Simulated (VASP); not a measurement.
Set up this calculation in VASP 6.6.1, as the native input.

* Task: single point
* Functional: PBE
* Potentials or basis: VASP PAW PBE potentials, release 64 (Hf_pv, Sn_d, S)
* Cutoff: 500 eV
* k mesh: 2 × 2 × 2
* Occupations: gaussian, width 0.15 eV
* Spin: no spin polarisation
* Dipole correction: no
* Further INCAR settings: ALGO = Normal; EDIFF = 1e-06; NBANDS = 44

The structure of Hf3SnS4 lies in POSCAR:

```
Hf3SnS4
1.0
    5.3881412703      0.0000000000      0.0000000000
    0.0000000000      5.3881412703      0.0000000000
    0.0000000000      0.0000000000      5.3881412703
Hf Sn S
3 1 4
Direct
    0.0000000000      0.5000000000      0.5000000000
    0.5000000000      0.0000000000      0.5000000000
    0.5000000000      0.5000000000      0.0000000000
    0.5000000000      0.5000000000      0.5000000000
    0.5000000000      0.0000000000      0.0000000000
    0.0000000000      0.5000000000      0.0000000000
    0.0000000000      0.0000000000      0.5000000000
    0.0000000000      0.0000000000      0.0000000000
```

The cell was generated, and may not be a known phase.

The input as run:

INCAR

```
SYSTEM = Hf3SnS4
PREC = Accurate ; ENCUT = 500
EDIFF = 1E-6 ; ISMEAR = 0
SIGMA = 0.15 ; LREAL = .FALSE.
LASPH = .TRUE. ; NELM = 120
ALGO = Normal ; ISIF = 2
LWAVE = .FALSE. ; LCHARG = .FALSE.
GGA = PE ; NBANDS = 44
GGA_COMPAT = .FALSE.
```

KPOINTS

```
Automatic mesh
0
G
  2 2 2
  0 0 0
```

Potentials or basis: VASP PAW PBE potentials, release 64 (Hf_pv, Sn_d, S).

Run with:

```console
$ cat potpaw_PBE.64/Hf_pv/POTCAR potpaw_PBE.64/Sn_d/POTCAR potpaw_PBE.64/S/POTCAR > POTCAR
$ mpirun -np 1 vasp_std > vasp.out
```

It gave:

```json
{
  "Pressure": "-0.7 GPa",
  "Band gap on the k mesh": "zero (bands 34 and 35 overlap by 0.38 eV)"
}
```

Caveat: the k points lie up to 0.58 Å⁻¹ apart; spin-orbit coupling is left out, which moves the levels of the heavy elements.

Run time: 59 s on 1 thread of Intel Xeon 8259CL, with other jobs on the host, peak memory 0.25 GiB.
